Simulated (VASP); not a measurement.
Here is a VASP 6.6.1 calculation.

INCAR

```
SYSTEM = CuO
PREC     = Accurate       ! precision mode
ENCUT    = 520            ! plane-wave cutoff, eV
EDIFF    = 1E-6           ! SCF threshold, eV
ISMEAR   = -1             ! smearing method
SIGMA    = 0.05           ! smearing width, eV
LREAL    = .False.        ! projectors in reciprocal space
LASPH    = .True.         ! aspherical terms in the spheres
NELM     = 150            ! most SCF steps
ALGO     = Normal         ! electronic algorithm
ISIF     = 2              ! what is computed and relaxed
LWAVE    = .False.        ! write WAVECAR
LCHARG   = .False.        ! write CHGCAR
LMAXMIX  = 4              ! l up to which the mixer works
LDAU     = .True.         ! DFT+U
LDAUTYPE = 2            
LDAUL    = 2 -1           ! shell
LDAUU    = 3 0            ! U, eV
LDAUJ    = 0 0          
LDAUPRINT= 1            
GGA      = PE             ! functional
NBANDS   = 25             ! bands
```

KPOINTS

```
regular mesh
0
Gamma
  8 8 6
  0 0 0
```

Contents of POSCAR:

```
CuO
1.0
    3.4220509700      0.0000000000      0.0000000000
    0.0000000000      3.4220509700      0.0000000000
    0.0000000000      0.0000000000      4.2604614800
Cu O
2 2
Direct
    0.0000000000      0.5000000000      0.0000000000
    0.5000000000      0.0000000000      0.5000000000
    0.0000000000      0.0000000000      0.2500000000
    0.0000000000      0.0000000000      0.7500000000
```

Potentials or basis: VASP PAW PBE potentials, release 64 (Cu, O).

The run is started by

```bash
$ cat potpaw_PBE.64/Cu/POTCAR potpaw_PBE.64/O/POTCAR > POTCAR
$ mpirun -np 1 vasp_std > vasp.out
```

(1) What does it give for the pressure?

(2) Predict the band gap on the k mesh.

Answers

(1) -3.0 GPa.

(2) zero (bands 17 and 18 overlap by 1.82 eV).

Caveat: the stress differs along the axes, from -14 to 19 GPa; U without spin polarisation on a metal has little footing.
